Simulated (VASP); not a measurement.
Write the native input for VASP 6.6.1 that does the following.

```yaml
Task: relaxation of cell and atoms
Functional: PBE
Potentials_or_basis: VASP PAW PBE potentials, release 64 (Ta_pv, N)
Cutoff: 600 eV
k_mesh: 16 × 16 × 16
Occupations: fermi-dirac, width 0.1 eV
Spin: no spin polarisation
Target_pressure: 440 GPa
Dipole_correction: no
Further_INCAR_settings: ALGO = Normal; EDIFF = 1e-07; IBRION = 2; EDIFFG = -0.005; NSW = 32; ISIF = 3
```

The structure of TaN (CsCl type) lies in POSCAR:

```
TaN
1.0
    2.3357350847      0.0000000000      0.0000000000
    0.0000000000      2.3357350847      0.0000000000
    0.0000000000      0.0000000000      2.3357350847
Ta N
1 1
Direct
    0.0000000000      0.0000000000      0.0000000000
    0.5000000000      0.5000000000      0.5000000000
```

These files were run (other wordings do the same):

INCAR

```
PREC = Accurate ; ENCUT = 600
EDIFF = 1E-7 ; ISMEAR = -1
SIGMA = 0.1 ; LREAL = F
LASPH = T ; NELM = 100
ALGO = Normal ; ISIF = 3
LWAVE = F ; LCHARG = F
GGA = PE ; IBRION = 2
NSW = 32 ; EDIFFG = -0.005
PSTRESS = 4400.0
```

KPOINTS

```
regular mesh
0
Gamma
  16 16 16
```

Potentials or basis: VASP PAW PBE potentials, release 64 (Ta_pv, N).

The run is started by

```bash
$ cat potpaw_PBE.64/Ta_pv/POTCAR potpaw_PBE.64/N/POTCAR > POTCAR
$ mpirun -np 1 vasp_std > vasp.out
```

Results of the run:

```json
{"Relaxed volume": "6.41 Å³/atom", "Relaxed cell": "a = 2.340 Å, b = 2.340 Å, c = 2.340 Å, α = 90.00°, β = 90.00°, γ = 90.00°", "Space group after relaxing (to 0.05 Å)": "Pm-3m (No. 221)", "Energy change on relaxing (the enthalpy is what falls)": "-107.9 meV/atom", "Ionic steps": "4", "Pressure after relaxing": "440.0 GPa", "Band gap on the k mesh": "zero (band 8 reaches 26.99 eV, above the bottom of band 9 at 12.32 eV)"}
```

Caveat: the cell is relaxed towards a set pressure, so the enthalpy falls and the energy may rise; spin-orbit coupling is left out, which moves the levels of the heavy elements.

Run time: 28 s on 1 thread of Intel(R) Xeon(R) 6975P-C (Granite Rapids), on a shared host, peak memory 0.16 GiB.
